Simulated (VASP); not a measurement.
# Bi2Te3 in VASP: further runs

The runs below take Bi2Te3 through single point, with PBE.

Everything below comes from runs of VASP 6.6.1. Logs are shortened: lines on timing, memory, paths and dates and some standing lists are left out, and cuts for length are marked.

## (1) The cell of the first run

The cell holds a slab with vacuum, 10 atoms: a = 4.469 Å, b = 4.469 Å, c = 32.466 Å, α = 90.00°, β = 90.00°, γ = 120.00°.

## (2) Single point, PBE

INCAR reads:

```
  PREC = Accurate
  ENCUT = 520
  EDIFF = 1E-7
  ISMEAR = 0
  SIGMA = 0.1
  LREAL = False
  LASPH = True
  NELM = 80
  ALGO = Normal
  ISIF = 2
  LWAVE = False
  LCHARG = False
  GGA = PE
  NBANDS = 59
```

KPOINTS reads:

```
Automatic mesh
0
Gamma
  9 9 1
```

POSCAR reads:

```
Bi2Te3
1.0
    4.4688133036      0.0000000000      0.0000000000
   -2.2344066518      3.8701058457      0.0000000000
    0.0000000000      0.0000000000     32.4659164882
Bi Te
4 6
Direct
    0.6666666667      0.3333333333      0.2310114979
    0.0000000000      0.0000000000      0.4653881506
    0.3333333333      0.6666666667      0.5346118494
    0.6666666667      0.3333333333      0.7689885021
    0.0000000000      0.0000000000      0.2861947607
    0.3333333333      0.6666666667      0.3482002818
    0.6666666667      0.3333333333      0.4102045633
    0.6666666667      0.3333333333      0.5897951122
    0.0000000000      0.0000000000      0.6518006333
    0.3333333333      0.6666666667      0.7138049148
```

Potentials or basis: VASP PAW PBE potentials, release 64 (Bi_d, Te).

Run with:

```bash
> cat potpaw_PBE.64/Bi_d/POTCAR potpaw_PBE.64/Te/POTCAR > POTCAR
> mpirun -np 1 vasp_std > vasp.out
```

OUTCAR:

```text
PREC = Accurate
   ENCUT = 520
   EDIFF = 1E-7
   ISMEAR = 0
   LREAL = False
   LASPH = True
   NELM = 80
   ISIF = 2
   GGA = PE

 ion  position               nearest neighbor table
   1  0.667  0.333  0.231-   5 3.14   5 3.14   5 3.14
   2  0.000  0.000  0.465-   7 3.14   7 3.14   7 3.14   3 3.42   3 3.42   3 3.42
   3  0.333  0.667  0.535-   8 3.14   8 3.14   8 3.14   2 3.42   2 3.42   2 3.42
   4  0.667  0.333  0.769-  10 3.14  10 3.14  10 3.14
   5  0.000  0.000  0.286-   1 3.14   1 3.14   1 3.14   6 3.27   6 3.27   6 3.27
   6  0.333  0.667  0.348-   7 3.27   7 3.27   7 3.27   5 3.27   5 3.27   5 3.27
   7  0.667  0.333  0.410-   2 3.14   2 3.14   2 3.14   6 3.27   6 3.27   6 3.27
   8  0.667  0.333  0.590-   3 3.14   3 3.14   3 3.14   9 3.27   9 3.27   9 3.27
   9  0.000  0.000  0.652-  10 3.27  10 3.27  10 3.27   8 3.27   8 3.27   8 3.27
  10  0.333  0.667  0.714-   4 3.14   4 3.14   4 3.14   9 3.27   9 3.27   9 3.27

  LATTYP: Found a hexagonal cell.
 ALAT       =     4.4688133036
 C/A-ratio  =     7.2649972784

  Lattice vectors:

 A1 = (   4.4688133036,   0.0000000000,   0.0000000000)
 A2 = (  -2.2344066518,   3.8701058457,   0.0000000000)
 A3 = (   0.0000000000,   0.0000000000,  32.4659164882)

Analysis of symmetry for initial positions (statically):
=====================================================================
 Subroutine PRICEL returns:
 Original cell was already a primitive cell.

 Routine SETGRP: Setting up the symmetry group for a
 hexagonal supercell.

 Subroutine GETGRP returns: Found 12 space group operations
 (whereof  6 operations were pure point group operations)
 out of a pool of 24 trial point group operations.

The static configuration has the point symmetry C_3v.
 The point group associated with its full space group is D_3d.

Analysis of symmetry for dynamics (positions and initial velocities):
=====================================================================
 Subroutine PRICEL returns:
 Original cell was already a primitive cell.

 Routine SETGRP: Setting up the symmetry group for a
 hexagonal supercell.

 Subroutine GETGRP returns: Found 12 space group operations
 (whereof  6 operations were pure point group operations)
 out of a pool of 24 trial point group operations.

The dynamic configuration has the point symmetry C_3v.
 The point group associated with its full space group is D_3d.

 Subroutine INISYM returns: Found 12 space group operations
 (whereof  6 operations are pure point group operations),
 and found     1 'primitive' translations

----------------------------------------------------------------------------------------

                                     Primitive cell

  volume of cell :     561.4909

  direct lattice vectors                    reciprocal lattice vectors
     4.468813304  0.000000000  0.000000000     0.223773054  0.129195433  0.000000000
    -2.234406652  3.870105846  0.000000000     0.000000000  0.258390866  0.000000000
     0.000000000  0.000000000 32.465916488     0.000000000  0.000000000  0.030801533

  length of vectors
     4.468813304  4.468813304 32.465916488     0.258390866  0.258390866  0.030801533

  position of ions in fractional coordinates (direct lattice)
     0.666666667  0.333333333  0.231011498
     0.000000000  0.000000000  0.465388151
     0.333333333  0.666666667  0.534611849
     0.666666667  0.333333333  0.768988502
     0.000000000  0.000000000  0.286194761
     0.333333333  0.666666667  0.348200282
     0.666666667  0.333333333  0.410204563
     0.666666667  0.333333333  0.589795112
     0.000000000  0.000000000  0.651800633
     0.333333333  0.666666667  0.713804915

  ion indices of the primitive-cell ions
   primitive index   ion index
                 1           1
                 2           2
                 3           3
                 4           4
                 5           5
                 6           6
                 7           7
                 8           8
                 9           9
                10          10

----------------------------------------------------------------------------------------

 KPOINTS: Automatic mesh

Automatic generation of k-mesh.
 Grid dimensions read from file:
 generate k-points for:    9    9    1

 Generating k-lattice:

  Cartesian coordinates                     Fractional coordinates (reciprocal lattice)
     0.024863673  0.014355048  0.000000000     0.111111111 -0.000000000  0.000000000
     0.000000000  0.028710096  0.000000000     0.000000000  0.111111111  0.000000000
     0.000000000  0.000000000  0.030801533     0.000000000  0.000000000  1.000000000

  Length of vectors
     0.028710096  0.028710096  0.030801533

  Shift w.r.t. Gamma in fractional coordinates (k-lattice)
     0.000000000  0.000000000  0.000000000

 Subroutine IBZKPT returns following result:
 ===========================================

 Found     12 irreducible k-points:

 Following reciprocal coordinates:
            Coordinates               Weight
  0.000000  0.000000  0.000000      1.000000
  0.111111  0.000000  0.000000      6.000000
  0.222222  0.000000  0.000000      6.000000
  0.333333  0.000000  0.000000      6.000000
  0.444444  0.000000  0.000000      6.000000
  0.111111  0.111111  0.000000      6.000000
  0.222222  0.111111  0.000000     12.000000
  0.333333  0.111111  0.000000     12.000000
  0.444444  0.111111  0.000000      6.000000
  0.222222  0.222222  0.000000      6.000000
  0.333333  0.222222  0.000000     12.000000
  0.333333  0.333333  0.000000      2.000000
   k-points           NKPTS =     12   k-points in BZ     NKDIM =     12   number of bands    NBANDS=     59
   number of dos      NEDOS =    301   number of ions     NIONS =     10
   total plane-waves  NPLWV = 324000
   dimension x,y,z NGX =    36 NGY =   36 NGZ =  250
   dimension x,y,z NGXF=    72 NGYF=   72 NGZF=  500
   ions per type =               4   6
   NGX,Y,Z   is equivalent  to a cutoff of  13.39, 13.39, 12.80 a.u.
   NGXF,Y,Z  is equivalent  to a cutoff of  26.78, 26.78, 25.60 a.u.
 SYSTEM =  unknown system
   PREC   = accura    normal or accurate (medium, high low for compatibility)
   ISTART =      0    job   : 0-new  1-cont  2-samecut
   ICHARG =      2    charge: 1-file 2-atom 10-const
   ISPIN  =      1    spin polarized calculation?
   LNONCOLLINEAR =      F non collinear calculations
   LSORBIT =      F    spin-orbit coupling
   LASPH  =      T    aspherical Exc in radial PAW
   ENCUT  =  520.0 eV  38.22 Ry    6.18 a.u.   8.31  8.31 60.37*2*pi/ulx,y,z
   NELM   =     80;   NELMIN=  2; NELMDL= -5     # of ELM steps
   EDIFF  = 0.1E-06   stopping-criterion for ELM
   LREAL  =      F    real-space projection
   EDIFFG = 0.1E-05   stopping-criterion for IOM
   NSW    =      0    number of steps for IOM
   IBRION =     -1    ionic relax: 0-MD 1-quasi-New 2-CG
   NFREE  =      0    steps in history (QN), initial steepest desc. (CG)
   ISIF   =      2    stress and relaxation
   ISYM   =      2    0-nonsym 1-usesym 2-fastsym
   POTIM  = 0.5000    time-step for ionic-motion
   TEBEG  =    0.0;   TEEND  =   0.0 temperature during run
   PSTRESS=    0.0 pullay stress
   NELECT =      96.0000    total number of electrons
   NUPDOWN=      -1.0000    fix difference up-down
   EMIN   =  10.00;   EMAX   =-10.00  energy-range for DOS
   EFERMI =   0.00;   METHOD = LEGACY
   ISMEAR =     0;   SIGMA  =   0.10  broadening in eV -4-tet -1-fermi 0-gaus
   EFERMI_NEDOS =   21; number of points for ismear=-14 and -15
   IALGO  =     38    algorithm
   IMIX   =      4    mixing-type and parameters
     AMIX     =   0.40;   BMIX     =  1.00
     AMIX_MAG =   1.60;   BMIX_MAG =  1.00
  volume/ion in A,a.u.               =      56.15       378.91
  Fermi-wavevector in a.u.,A,eV,Ry     =   0.908624  1.717051 11.232944  0.825598
  Thomas-Fermi vector in A             =   2.032573
   LORBIT       =      0    0 simple, 1 ext, 2 COOP (PROOUT), +10 PAW based schemes
   GGA     = PE    functional components
   LHFCALC =     F    Hartree Fock is set to
   AEXX    =    0.0000 exact exchange contribution
   IVDW    =     0    specifies the selected vdW correction
   LEPSILON=     F    determine dielectric tensor
   LRPA    =     F    only Hartree local field effects (RPA)
 non-spin polarized calculation
 Gauss-broadening in eV      SIGMA  =   0.10
  energy-cutoff  :      520.00
  volume of cell :      561.49
 maximum number of plane-waves:     15169
 NGX is ok and might be reduce to    36
   NGX = 17   NGY = 17   NGZ =121

 number of electron      96.0000019 magnetization

 Free energy of the ion-electron system (eV)
  ---------------------------------------------------
  ext. energy  EPLUGINS =         0.00000000
  ---------------------------------------------------
  free energy    TOTEN  =       -33.62832237 eV

  energy without entropy =      -33.61176900  energy(sigma->0) =      -33.62004569

 E-fermi :   2.1226     XC(G=0):  -6.1633

 val. band max:        2.1164831186   @ k =   0.1111   0.0000   0.0000
 cond. band min:       2.3647836503   @ k =   0.1111   0.1111   0.0000
 fundamental gap:      0.2483005317
 Fermi energy:         2.1225603385

 k-point     1 :       0.0000    0.0000    0.0000
  band No.  band energies     occupation
      1     -20.7013      2.00000
      2     -20.7013      2.00000
      3     -20.7009      2.00000
      4     -20.7009      2.00000
      5     -20.6943      2.00000
      6     -20.6943      2.00000
[... 51 lines left out ...]
     58       4.1969      0.00000
     59       4.1969      0.00000

 k-point     2 :       0.1111    0.0000    0.0000
  band No.  band energies     occupation
      1     -20.7015      2.00000
      2     -20.7012      2.00000
      3     -20.7001      2.00000
      4     -20.6997      2.00000
      5     -20.6937      2.00000
      6     -20.6923      2.00000
[... 609 lines left out ...]
     58       5.4839      0.00000
     59       5.7932      0.00000

 k-point    12 :       0.3333    0.3333    0.0000
  band No.  band energies     occupation
      1     -20.6989      2.00000
      2     -20.6985      2.00000
      3     -20.6964      2.00000
      4     -20.6945      2.00000
      5     -20.6942      2.00000
      6     -20.6737      2.00000
[... 51 lines left out ...]
     58       5.9623      0.00000
     59       5.9740      0.00000

------------------------ aborting loop because EDIFF is reached ----------------------------------------

  FORCE on cell =-STRESS in cart. coord.  units (eV):
  Direction    XX          YY          ZZ          XY          YZ          ZX
  --------------------------------------------------------------------------------------
  -------------------------------------------------------------------------------------
  Total       -2.8995683     -2.8995683     -1.5377548     -0.0000000      0.0000000      0.0000000
  in kB       -8.2737273     -8.2737273     -4.3878820     -0.0000000      0.0000000      0.0000000
  external PRESSURE =      -6.9784455 kB  Pullay stress =       0.0000000 kB

 VOLUME and BASIS-vectors are now :
 -----------------------------------------------------------------------------
  energy-cutoff  :      520.00
  volume of cell :      561.49
      direct lattice vectors                 reciprocal lattice vectors
     4.468813304  0.000000000  0.000000000     0.223773054  0.129195433  0.000000000
    -2.234406652  3.870105846  0.000000000     0.000000000  0.258390866  0.000000000
     0.000000000  0.000000000 32.465916488     0.000000000  0.000000000  0.030801533

 POSITION                                       TOTAL-FORCE (eV/Angst)
 -----------------------------------------------------------------------------------
      2.23441      1.29004      7.50000         0.000000      0.000000      0.335980
      0.00000      0.00000     15.10925         0.000000     -0.000000     -0.162687
     -0.00000      2.58007     17.35666        -0.000000      0.000000      0.162687
      2.23441      1.29004     24.96592        -0.000000     -0.000000     -0.335980
      0.00000      0.00000      9.29158         0.000000     -0.000000     -0.323524
     -0.00000      2.58007     11.30464        -0.000000     -0.000000     -0.041012
      2.23441      1.29004     13.31767        -0.000000      0.000000      0.146521
      2.23441      1.29004     19.14824        -0.000000     -0.000000     -0.146521
      0.00000      0.00000     21.16130         0.000000     -0.000000      0.041012
     -0.00000      2.58007     23.17433        -0.000000      0.000000      0.323524
 -----------------------------------------------------------------------------------
    total drift:                               -0.000000      0.000000     -0.001366

  FREE ENERGIE OF THE ION-ELECTRON SYSTEM (eV)
  ---------------------------------------------------
  free  energy   TOTEN  =       -33.6283223726 eV

  energy  without entropy=      -33.6117690041  energy(sigma->0) =      -33.62004569
```

It took 17 min on 1 thread of Intel Xeon 6975P-C (Granite Rapids), shared host; peak memory 0.84 GiB.

What came out:

```yaml
Free_energy: -33.6283 eV
Largest_force: 0.336 eV/Å
Band_gap_on_the_k_mesh: zero (band 48 reaches 2.07 eV, above the bottom of band 49 at 1.94 eV)
```

Forces on the atoms (eV/Å):
```
Bi   0.000  0.000  0.336
Bi   0.000  0.000 -0.163
Bi   0.000  0.000  0.163
Bi   0.000  0.000 -0.336
Te   0.000  0.000 -0.324
Te   0.000  0.000 -0.041
Te   0.000  0.000  0.147
Te   0.000  0.000 -0.147
Te   0.000  0.000  0.041
Te   0.000  0.000  0.324
```

Caveat: spin-orbit coupling is left out, which moves the levels of the heavy elements.

(Continued in part 2 of 2.)
